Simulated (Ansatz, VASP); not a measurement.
## CdSe: VASP beside Ansatz

Contents of INCAR:

```
PREC = Accurate
ENCUT = 600
EDIFF = 1E-7
ISMEAR = 0
SIGMA = 0.01
LREAL = F
LASPH = T
NELM = 100
ALGO = Normal
ISIF = 3
LWAVE = F
LCHARG = F
IBRION = 2
NSW = 80
EDIFFG = -0.01
```

KPOINTS

```
regular mesh
0
Gamma
  6 6 4
```

File POSCAR:

```
CdSe
1.0
    4.3000000000      0.0000000000      0.0000000000
   -2.1500000000      3.7239090000      0.0000000000
    0.0000000000      0.0000000000      7.0200000000
Cd Se
2 2
Direct
    0.3333333333      0.6666666667      0.0000000000
    0.6666666667      0.3333333333      0.5000000000
    0.3333333333      0.6666666667      0.3850000000
    0.6666666667      0.3333333333      0.8850000000
```

Input for Ansatz:

```yaml
crystal:
  lattice:
    - [4.3, 0.0, 0.0]
    - [-2.15, 3.723909, 0.0]
    - [0.0, 0.0, 7.02]
  atoms:
    - { symbol: Cd, position: [0.3333333333333333, 0.6666666666666666, 0.0] }
    - { symbol: Cd, position: [0.6666666666666666, 0.3333333333333333, 0.5] }
    - { symbol: Se, position: [0.3333333333333333, 0.6666666666666666, 0.385] }
    - { symbol: Se, position: [0.6666666666666666, 0.3333333333333333, 0.885] }
kpoints:
  mp_grid:
    grid: [6, 6, 4]
    shift: [0.0, 0.0, 0.0]
hamiltonian:
  xc: lda
  dispersion: none
scf:
  occupations:
    method: fixed
relax:
  cell: {}
```

Alike in both runs: task relaxation of cell and atoms; functional LDA; k mesh 6 × 6 × 4; no spin polarisation.

|  | VASP | Ansatz |
| --- | --- | --- |
| version | VASP 6.6.1 | Ansatz 0.2.0 |
| potentials or method | VASP PAW LDA potentials, release 64 (Cd, Se) | plane waves, PAW |
| plane-wave cutoff (eV) | 600 | 420 |
| occupations | gaussian, width 0.01 eV | fixed |
| valence electrons in the cell | 36 | 72 |

|  | VASP | Ansatz | Ansatz less VASP |
| --- | --- | --- | --- |
| relaxed volume (Å³/atom) | 27.32 | 27.12 | -0.204 |
| relaxed length of the cell vector where the two differ most in proportion (Å) | 6.958 | 6.938 | -0.0201 |

LDA's correlation is that of Perdew and Zunger in VASP and of Perdew and Wang (1992) in Ansatz. VASP's potentials hold 36 valence electrons a cell and Ansatz's 72, so a difference there can come from the potentials and not from the codes.
